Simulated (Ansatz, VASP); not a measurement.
Al3GaN4 in VASP and in Ansatz

```xyz
8
Lattice="5.0434 0.0000 0.0001 0.0000 3.1301 0.0000 -0.0032 0.0000 5.2013" Properties=species:S:1:pos:R:3 pbc="T T T"
Al    2.5223    1.5650    0.8704
Al    0.0019    1.5650    4.3421
Al    0.0044    0.0000    1.7252
Ga    2.5166    0.0000    3.4651
N     0.5585    0.0000    3.4658
N     0.6170    1.5650    0.8694
N     3.1500    1.5650    4.3701
N     3.1419    0.0000    1.6972
```

Change from the starting cell: strain +0.000 along x and y, -0.040 along z, atoms carried along.

Alike in both runs: task single point; functional PBEsol; k mesh 6 × 8 × 4; occupations gaussian, width 0.05 eV; no spin polarisation.

|  | VASP | Ansatz |
| --- | --- | --- |
| version | VASP 6.6.1 | Ansatz 0.2.0 |
| potentials or method | VASP PAW PBE potentials, release 64 (Al, Ga_d, N), cutoff 520 eV | scalar-relativistic, plane waves, PAW |
| valence electrons in the cell | 42 | 42 |

VASP gave:

| Item | Value |
| --- | --- |
| gap on the k mesh at the Fermi level (eV) | 3.74 |
| least direct gap on the mesh (eV) | 3.74 |
| pressure (GPa) | 9.2 |
| traceless stress, the component that is largest in VASP (GPa) | 11.01 |
| rms of the force components (eV/Å) | 0.346 |

Task: Which values does Ansatz return?

Result: gap on the k mesh at the Fermi level (eV): 3.72; least direct gap on the mesh (eV): 3.72; pressure (GPa): 9.3; traceless stress, the component that is largest in VASP (GPa): 10.92; rms of the force components (eV/Å): 0.343.

VASP's potentials were made for PBE, not for PBEsol. Atom by atom the forces differ by 0.009 eV/Å (rms over components).
